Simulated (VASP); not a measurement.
# TiNi (Pm-3m) in VASP: notebook, part 2 of 2

VASP 6.6.1. Earlier steps stand in the parts before.

### 4 Single point, r2SCAN (14.15 Å³/atom)

This run uses another cell than the first one, of 14.15 Å³/atom.

File POSCAR:

```
TiNi
1.0
    3.0471985046      0.0000000000      0.0000000000
    0.0000000000      3.0471985046      0.0000000000
    0.0000000000      0.0000000000      3.0471985046
Ti Ni
1 1
Direct
    0.5000000000      0.5000000000      0.5000000000
    0.0000000000      0.0000000000      0.0000000000
```

File INCAR.step1:

```
SYSTEM = TiNi
ALGO = Normal ; EDIFF = 1E-4
ENCUT = 520 ; GGA = PE
ISMEAR = 0 ; LASPH = .True.
LCHARG = .False. ; LREAL = .False.
LWAVE = .True. ; NBANDS = 18
NELM = 100 ; PREC = Accurate
SIGMA = 0.1
```

File INCAR.step2:

```
SYSTEM = TiNi
ALGO = Normal ; EDIFF = 1E-6
ENCUT = 520 ; ISIF = 2
ISMEAR = 0 ; ISTART = 1
LASPH = .True. ; LCHARG = .True.
LELF = .True. ; LMIXTAU = .True.
LREAL = .False. ; LVHAR = .True.
LWAVE = .False. ; METAGGA = R2SCAN
NBANDS = 18 ; NELM = 100
PREC = Accurate ; SIGMA = 0.1
```

File KPOINTS:

```
k-points
0
Gamma
  14 14 14
  0 0 0
```

Potentials or basis: VASP PAW PBE potentials, release 64 (Ti_sv, Ni).

Launch:

```bash
$ cat potpaw_PBE.64/Ti_sv/POTCAR potpaw_PBE.64/Ni/POTCAR > POTCAR
$ cp INCAR.step1 INCAR
$ mpirun -np 1 vasp_std > vasp.out
$ cp INCAR.step2 INCAR
$ mpirun -np 1 vasp_std > vasp.out
```

OUTCAR:

```text
SYSTEM = TiNi
   EDIFF = 1E-6
   ENCUT = 520
   ISIF = 2
   ISMEAR = 0
   ISTART = 1
   LASPH = .True.
   LREAL = .False.
   METAGGA = R2SCAN
   NELM = 100
   PREC = Accurate

 ion  position               nearest neighbor table
   1  0.500  0.500  0.500-   2 2.64   2 2.64   2 2.64   2 2.64   2 2.64   2 2.64   2 2.64   2 2.64

   2  0.000  0.000  0.000-   1 2.64   1 2.64   1 2.64   1 2.64   1 2.64   1 2.64   1 2.64   1 2.64

  LATTYP: Found a simple cubic cell.
 ALAT       =     3.0471985046

  Lattice vectors:

 A1 = (   3.0471985046,   0.0000000000,   0.0000000000)
 A2 = (   0.0000000000,   3.0471985046,   0.0000000000)
 A3 = (   0.0000000000,   0.0000000000,   3.0471985046)

Analysis of symmetry for initial positions (statically):
=====================================================================
 Subroutine PRICEL returns:
 Original cell was already a primitive cell.

 Routine SETGRP: Setting up the symmetry group for a
 simple cubic supercell.

 Subroutine GETGRP returns: Found 48 space group operations
 (whereof 48 operations were pure point group operations)
 out of a pool of 48 trial point group operations.

The static configuration has the point symmetry O_h .

Analysis of symmetry for dynamics (positions and initial velocities):
=====================================================================
 Subroutine PRICEL returns:
 Original cell was already a primitive cell.

 Routine SETGRP: Setting up the symmetry group for a
 simple cubic supercell.

 Subroutine GETGRP returns: Found 48 space group operations
 (whereof 48 operations were pure point group operations)
 out of a pool of 48 trial point group operations.

The dynamic configuration has the point symmetry O_h .

 Subroutine INISYM returns: Found 48 space group operations
 (whereof 48 operations are pure point group operations),
 and found     1 'primitive' translations

----------------------------------------------------------------------------------------

                                     Primitive cell

  volume of cell :      28.2945

  direct lattice vectors                    reciprocal lattice vectors
     3.047198505  0.000000000  0.000000000     0.328170284  0.000000000  0.000000000
     0.000000000  3.047198505  0.000000000     0.000000000  0.328170284  0.000000000
     0.000000000  0.000000000  3.047198505     0.000000000  0.000000000  0.328170284

  length of vectors
     3.047198505  3.047198505  3.047198505     0.328170284  0.328170284  0.328170284

  position of ions in fractional coordinates (direct lattice)
     0.500000000  0.500000000  0.500000000
     0.000000000  0.000000000  0.000000000

  ion indices of the primitive-cell ions
   primitive index   ion index
                 1           1
                 2           2

----------------------------------------------------------------------------------------

 KPOINTS: k-points

Automatic generation of k-mesh.
 Grid dimensions read from file:
 generate k-points for:   14   14   14

 Generating k-lattice:

  Cartesian coordinates                     Fractional coordinates (reciprocal lattice)
     0.023440735  0.000000000  0.000000000     0.071428571  0.000000000  0.000000000
     0.000000000  0.023440735  0.000000000     0.000000000  0.071428571  0.000000000
     0.000000000  0.000000000  0.023440735     0.000000000  0.000000000  0.071428571

  Length of vectors
     0.023440735  0.023440735  0.023440735

  Shift w.r.t. Gamma in fractional coordinates (k-lattice)
     0.000000000  0.000000000  0.000000000

 Subroutine IBZKPT returns following result:
 ===========================================

 Found    120 irreducible k-points:

 Following reciprocal coordinates:
            Coordinates               Weight
  0.000000  0.000000  0.000000      1.000000
  0.071429  0.000000  0.000000      6.000000
  0.142857  0.000000  0.000000      6.000000
  0.214286  0.000000  0.000000      6.000000
  0.285714  0.000000  0.000000      6.000000
  0.357143  0.000000  0.000000      6.000000
[... 16 lines left out ...]
  0.285714  0.214286  0.000000     24.000000
  0.357143  0.214286  0.000000     24.000000
 [... further k-points ...]
   k-points           NKPTS =    120   k-points in BZ     NKDIM =    120   number of bands    NBANDS=     18
   number of dos      NEDOS =    301   number of ions     NIONS =      2
   total plane-waves  NPLWV =  13824
   dimension x,y,z NGX =    24 NGY =   24 NGZ =   24
   dimension x,y,z NGXF=    48 NGYF=   48 NGZF=   48
   ions per type =               1   1
   NGX,Y,Z   is equivalent  to a cutoff of  13.09, 13.09, 13.09 a.u.
   NGXF,Y,Z  is equivalent  to a cutoff of  26.19, 26.19, 26.19 a.u.
 SYSTEM =  TiNi
   PREC   = accura    normal or accurate (medium, high low for compatibility)
   ISTART =      1    job   : 0-new  1-cont  2-samecut
   ICHARG =      0    charge: 1-file 2-atom 10-const
   ISPIN  =      1    spin polarized calculation?
   LNONCOLLINEAR =      F non collinear calculations
   LSORBIT =      F    spin-orbit coupling
   LASPH  =      T    aspherical Exc in radial PAW
   ENCUT  =  520.0 eV  38.22 Ry    6.18 a.u.   5.67  5.67  5.67*2*pi/ulx,y,z
   NELM   =    100;   NELMIN=  2; NELMDL=  0     # of ELM steps
   EDIFF  = 0.1E-05   stopping-criterion for ELM
   LREAL  =      F    real-space projection
   EDIFFG = 0.1E-04   stopping-criterion for IOM
   NSW    =      0    number of steps for IOM
   IBRION =     -1    ionic relax: 0-MD 1-quasi-New 2-CG
   NFREE  =      0    steps in history (QN), initial steepest desc. (CG)
   ISIF   =      2    stress and relaxation
   ISYM   =      2    0-nonsym 1-usesym 2-fastsym
   POTIM  = 0.5000    time-step for ionic-motion
   TEBEG  =    0.0;   TEEND  =   0.0 temperature during run
   PSTRESS=    0.0 pullay stress
   NELECT =      22.0000    total number of electrons
   NUPDOWN=      -1.0000    fix difference up-down
   EMIN   =  10.00;   EMAX   =-10.00  energy-range for DOS
   EFERMI =   0.00;   METHOD = LEGACY
   ISMEAR =     0;   SIGMA  =   0.10  broadening in eV -4-tet -1-fermi 0-gaus
   EFERMI_NEDOS =   21; number of points for ismear=-14 and -15
   IALGO  =     38    algorithm
   IMIX   =      4    mixing-type and parameters
     AMIX     =   0.40;   BMIX     =  1.00
     AMIX_MAG =   1.60;   BMIX_MAG =  1.00
  volume/ion in A,a.u.               =      14.15        95.47
  Fermi-wavevector in a.u.,A,eV,Ry     =   1.505388  2.844770 30.833408  2.266192
  Thomas-Fermi vector in A             =   2.616243
   LORBIT       =      0    0 simple, 1 ext, 2 COOP (PROOUT), +10 PAW based schemes
   METAGGA = R2SCAN    functional components
   LHFCALC =     F    Hartree Fock is set to
   AEXX    =    0.0000 exact exchange contribution
   IVDW    =     0    specifies the selected vdW correction
   LEPSILON=     F    determine dielectric tensor
   LRPA    =     F    only Hartree local field effects (RPA)
 non-spin polarized calculation
 Gauss-broadening in eV      SIGMA  =   0.10
  energy-cutoff  :      520.00
  volume of cell :       28.29
 maximum number of plane-waves:       780
 NGX is ok and might be reduce to    24
   NGX = 11   NGY = 11   NGZ = 11

 number of electron      22.0000007 magnetization

 Free energy of the ion-electron system (eV)
  ---------------------------------------------------
  ext. energy  EPLUGINS =         0.00000000
  ---------------------------------------------------
  free energy    TOTEN  =       -25.53747155 eV

  energy without entropy =      -25.52502733  energy(sigma->0) =      -25.53124944

 E-fermi :   8.8483     XC(G=0): -13.2149

 val. band max:        8.8386289399   @ k =   0.3571   0.1429   0.0000
 cond. band min:       8.8495647353   @ k =   0.2857   0.0714   0.0000
 fundamental gap:      0.0109357954
 Fermi energy:         8.8483017359

 k-point     1 :       0.0000    0.0000    0.0000
  band No.  band energies     occupation
      1     -50.8818      2.00000
      2     -25.9410      2.00000
      3     -25.9410      2.00000
      4     -25.9410      2.00000
      5       0.8508      2.00000
      6       5.1140      2.00000
[... 10 lines left out ...]
     17      17.5142      0.00000
     18      17.5142      0.00000

 k-point     2 :       0.0714    0.0000    0.0000
  band No.  band energies     occupation
      1     -50.8806      2.00000
      2     -25.9534      2.00000
      3     -25.9400      2.00000
      4     -25.9400      2.00000
      5       0.9498      2.00000
      6       5.1503      2.00000
[... 10 lines left out ...]
     17      17.7408      0.00000
     18      17.7408      0.00000
[... 442 lines left out ...]
 k-point    24 :       0.3571    0.2143    0.0000
  band No.  band energies     occupation
      1     -50.8524      2.00000
      2     -26.1294      2.00000
      3     -26.0164      2.00000
      4     -25.9163      2.00000
      5       3.6460      2.00000
      6       5.5194      2.00000
[... 10 lines left out ...]
     17      17.8348      0.00000
     18      22.1026      0.00000

 [... further k-points ...]
[... 5 lines left out ...]
  --------------------------------------------------------------------------------------
  -------------------------------------------------------------------------------------
  Total       -1.5195283     -1.5195283     -1.5195283      0.0000000      0.0000000      0.0000000
  in kB      -86.0433169    -86.0433169    -86.0433169      0.0000000      0.0000000      0.0000000
  external PRESSURE =     -86.0433169 kB  Pullay stress =       0.0000000 kB

 VOLUME and BASIS-vectors are now :
 -----------------------------------------------------------------------------
  energy-cutoff  :      520.00
  volume of cell :       28.29
      direct lattice vectors                 reciprocal lattice vectors
     3.047198505  0.000000000  0.000000000     0.328170284  0.000000000  0.000000000
     0.000000000  3.047198505  0.000000000     0.000000000  0.328170284  0.000000000
     0.000000000  0.000000000  3.047198505     0.000000000  0.000000000  0.328170284

 POSITION                                       TOTAL-FORCE (eV/Angst)
 -----------------------------------------------------------------------------------
      1.52360      1.52360      1.52360         0.000000      0.000000      0.000000
      0.00000      0.00000      0.00000         0.000000      0.000000      0.000000
 -----------------------------------------------------------------------------------
    total drift:                                0.000000      0.000000     -0.000000

  FREE ENERGIE OF THE ION-ELECTRON SYSTEM (eV)
  ---------------------------------------------------
  free  energy   TOTEN  =       -25.5374715526 eV

  energy  without entropy=      -25.5250273291  energy(sigma->0) =      -25.53124944
```

It took 4.1 min on 1 thread of Intel Xeon 8259CL, shared host; peak memory 0.2 GiB.

What came out:

| Item | Value |
| --- | --- |
| Free energy | -25.5375 eV |
| Pressure | -8.6 GPa |
| Band gap on the k mesh | zero (bands 11 and 12 overlap by 1.72 eV) |

Caveat: the cell stands under tension; the PAW data sets were made with another functional, which shifts forces and pressure a little. Spin polarisation is off, so any magnetic state and its effect on volume and gap are missing.

### 5 Overview

| cell | gap on the mesh (eV) | pressure (GPa) |
| --- | --- | --- |
| a = 2.989 Å, 2 atoms | none | 0.5 |
| a = 3.018 Å, 2 atoms | none | -4.4 |
| a = 3.047 Å, 2 atoms | none | -8.6 |

Alike in all rows: task single point; level r2SCAN; potentials or basis VASP PAW PBE potentials, release 64 (Ti_sv, Ni); no spin polarisation; k mesh 14 × 14 × 14; cutoff (eV) 520; smearing gaussian 0.1 eV.

Caveats: the PAW data sets were made with another functional, which shifts forces and pressure a little; the cell stands under tension (at least some runs).

Total energies depend on the potentials used, so only differences within one code and one set of settings carry meaning.

The gap in the log of VASP goes by the Fermi energy; the results here count the filled bands.